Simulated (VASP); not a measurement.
## Si2Mo: single point with PBEsol

Crystal: Si2Mo.

```
Si Mo
1.0
     4.57444    0.00000    0.00000
    -2.28722    3.96158    0.00000
     0.00000    0.00000    6.56656
Si Mo
6 3
Direct
  0.16732 0.83268 0.83333
  0.32203 0.16101 0.16667
  0.83899 0.67797 0.50000
  0.83899 0.16101 0.83333
  0.66535 0.83268 0.16667
  0.16732 0.33465 0.50000
  0.50199 0.00399 0.50000
  0.99601 0.49801 0.16667
  0.50199 0.49801 0.83333
```

This cell differs from its parent crystal: atoms displaced along a vibrational mode.

| Quantity | Value |
| --- | --- |
| Program | VASP 6.6.1 |
| Task | single point |
| Functional | PBEsol |
| Potentials or basis | VASP PAW PBE potentials, release 64 (Si, Mo_sv) |
| Cutoff | 520 eV |
| k mesh | 12 × 12 × 6 |
| Occupations | gaussian, width 0.15 eV |
| Spin | no spin polarisation |

```
Pressure               : 0.4 GPa
Largest force          : 0.207 eV/Å
Band gap on the k mesh : 0.03 eV (least direct gap 0.53 eV)
```

Forces on the atoms (eV/Å):
```
Si  -0.086  0.049  0.000
Si   0.082  0.047  0.000
Si   0.000 -0.095  0.000
Si  -0.082  0.047  0.000
Si   0.086  0.049  0.000
Si   0.000 -0.099  0.000
Mo   0.000 -0.207  0.000
Mo   0.179  0.104  0.000
Mo  -0.179  0.104  0.000
```

Levels at points of the mesh, in eV from the valence-band top:
```
           k point  band 30  band 31  band 32  band 33  band 34  band 35  band 36  band 37
(0.00, 0.00, 0.00)    -3.05    -2.74    -2.13    -0.85     2.00     2.37     2.37     2.45
(0.50, 0.00, 0.00)    -2.19    -1.61    -1.07    -0.67     0.03     0.69     0.85     1.32
(0.00, 0.00, 0.50)    -2.34    -2.09    -0.75    -0.75     1.87     2.29     2.30     2.30
(0.50, 0.00, 0.50)    -2.69    -2.01    -1.26     0.00     0.53     1.08     1.33     1.36
```

It took 5.7 min on 1 thread of Intel(R) Xeon(R) Platinum 8488C (Sapphire Rapids), with other jobs on the host, peak memory 0.5 GiB.

Caveat: the cell differs from its parent crystal (atoms displaced along a vibrational mode); the PAW data sets were made with another functional, which shifts forces and pressure a little. A k mesh can miss the band edges.
